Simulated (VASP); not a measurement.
A run of VASP 6.6.1 is set up as follows.

File POSCAR:

```
MoSe
1.0
    3.2284874235      0.0000000000      0.0000000000
   -1.6142437117      2.7959521245      0.0000000000
    0.0000000000      0.0000000000      7.1137260779
Mo Se
2 2
Direct
    0.0000000000      0.0000000000      0.0000000000
    0.0000000000      0.0000000000      0.5000000000
    0.3333333333      0.6666666667      0.2500000000
    0.6666666667      0.3333333333      0.7500000000
```

Contents of INCAR.step1:

```
PREC     = Accurate       # precision mode
ENCUT    = 520            # plane-wave cutoff, eV
ISMEAR   = 0              # smearing method
SIGMA    = 0.1            # smearing width, eV
LREAL    = False          # projectors in reciprocal space
LASPH    = True           # aspherical terms in the spheres
NELM     = 80             # most SCF steps
NBANDS   = 28             # bands
GGA      = PE             # functional
ALGO     = Normal         # electronic algorithm
EDIFF    = 1E-4           # SCF threshold, eV
LWAVE    = True           # write WAVECAR
LCHARG   = False          # write CHGCAR
```

The input INCAR.step2:

```
PREC     = Accurate       # precision mode
ENCUT    = 520            # plane-wave cutoff, eV
EDIFF    = 1E-6           # SCF threshold, eV
ISMEAR   = 0              # smearing method
SIGMA    = 0.1            # smearing width, eV
LREAL    = False          # projectors in reciprocal space
LASPH    = True           # aspherical terms in the spheres
NELM     = 80             # most SCF steps
ALGO     = Normal         # electronic algorithm
ISIF     = 2              # what is computed and relaxed
LWAVE    = False          # write WAVECAR
LCHARG   = False          # write CHGCAR
METAGGA  = R2SCAN         # meta-GGA
LMIXTAU  = True         
NBANDS   = 28             # bands
ISTART   = 1
```

Contents of KPOINTS:

```
Automatic mesh
0
Gamma
  12 12 6
```

Potentials or basis: VASP PAW PBE potentials, release 64 (Mo_sv, Se).

The run is started by

```bash
$ cat potpaw_PBE.64/Mo_sv/POTCAR potpaw_PBE.64/Se/POTCAR > POTCAR
$ cp INCAR.step1 INCAR
$ mpirun -np 1 vasp_std > vasp.out
$ cp INCAR.step2 INCAR
$ mpirun -np 1 vasp_std > vasp.out
```

What does it give for the band gap on the k mesh?

Zero (bands 20 and 21 overlap by 1.82 eV).

Predict the pressure.

5.7 GPa.

Stress tensor (GPa, compression positive):
```
6.49 0.00 0.00
0.00 6.49 0.00
0.00 0.00 4.23
```

Caveat: the cell stands under pressure; the PAW data sets were made with another functional, which shifts forces and pressure a little.
